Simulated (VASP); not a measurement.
A run of VASP 6.6.1:

The input INCAR:

```
  PREC = Accurate
  ENCUT = 600
  EDIFF = 1E-6
  ISMEAR = 0
  SIGMA = 0.01
  LREAL = F
  LASPH = T
  NELM = 120
  ALGO = Normal
  ISIF = 2
  LWAVE = F
  LCHARG = F
  GGA = PE
  NBANDS = 11
  GGA_COMPAT = F
```

Contents of KPOINTS:

```
regular mesh
0
Gamma
  5 5 5
```

POSCAR

```
MgO
1.0
    0.0000000000      2.1055000000      2.1055000000
    2.1055000000      0.0000000000      2.1055000000
    2.1055000000      2.1055000000      0.0000000000
Mg O
1 1
Direct
    0.0000000000      0.0000000000      0.0000000000
    0.5000000000      0.5000000000      0.5000000000
```

Potentials or basis: VASP PAW PBE potentials, release 64 (Mg, O).

The run is started by

```console
$ cat potpaw_PBE.64/Mg/POTCAR potpaw_PBE.64/O/POTCAR > POTCAR
$ mpirun -np 1 vasp_std > vasp.out
```

Hardware: 1 thread of AMD EPYC 7R13 Processor (Zen 3), with other jobs on the host.

**Question.** Estimate the wall time of this run.

**Answer.** It took 3.8 s on 1 thread of AMD EPYC 7R13 Processor (Zen 3), on a shared host, peak memory 0.11 GiB. Counts: scf iterations 12, k points 10.
